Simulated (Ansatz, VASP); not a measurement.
This is a calculation of Os for VASP 6.6.1.

Contents of INCAR:

```
SYSTEM = Os
PREC = Accurate
ENCUT = 520
EDIFF = 1E-7
ISMEAR = -1
SIGMA = 0.05
LREAL = .False.
LASPH = .True.
NELM = 80
ALGO = Normal
ISIF = 2
LWAVE = .False.
LCHARG = .True.
GGA = CA
LELF = .True.
LVHAR = .True.
NBANDS = 15
```

File KPOINTS:

```
regular mesh
0
Gamma
  11 11 6
  0 0 0
```

File POSCAR:

```
Os
1.0
    2.7341000000      0.0000000000      0.0000000000
   -1.3670500000      2.3678000565      0.0000000000
    0.0000000000      0.0000000000      4.3197000000
Os
2
Direct
    0.6666666667      0.3333333333      0.7500000000
    0.3333333333      0.6666666667      0.2500000000
```

Potentials or basis: VASP PAW LDA potentials, release 64 (Os).

Run with:

```sh
$ cat potpaw_LDA.64/Os/POTCAR > POTCAR
$ mpirun -np 1 vasp_std > vasp.out
```

Set up the same calculation for Ansatz 0.2.0. Potentials there: all-electron LAPW, scalar-relativistic.

As run (the cutoff follows the program's own potentials):

input.yaml

```yaml
crystal:
  lattice:
    - [2.7341, 0.0, 0.0]
    - [-1.36705, 2.3678000565, 0.0]
    - [0.0, 0.0, 4.3197]
  atoms:
    - { symbol: Os, position: [0.6666666667, 0.3333333333, 0.75] }
    - { symbol: Os, position: [0.3333333333, 0.6666666667, 0.25] }
kpoints:
  mp_grid: { grid: [11, 11, 6] }
scf:
  occupations: { method: fermi_dirac, width: 0.05 }
hamiltonian:
  xc: lda
  pseudopotentials: { kind: all_electron, lapw: { basis_error: 0.001 } }
output:
  forces: true
  stress: true
  eigenvalues: true
```

Potentials or basis: all-electron LAPW, scalar-relativistic.

Launch:

```sh
$ ansatz run input.yaml --threads 1 --pin off --max-ram 3072MiB --backend cpu --events-out ev --progress --plain --runs-dir out
```

Both were run:

|  | VASP | Ansatz | Ansatz less VASP |
| --- | --- | --- | --- |
| gap on the k mesh at the Fermi level (eV) | none | none | - |
| pressure (GPa) | -7.9 | -8.6 | -0.78 |
| traceless stress, the component that is largest in VASP (GPa) | -0.41 | -0.32 | +0.089 |

LDA's correlation is that of Perdew and Zunger in VASP and of Perdew and Wang (1992) in Ansatz. A gap of «none» marks a metal or a gap that the smearing closes. Ansatz ran all-electron here, and VASP with PAW potentials.

Neither program's run includes spin-orbit coupling.
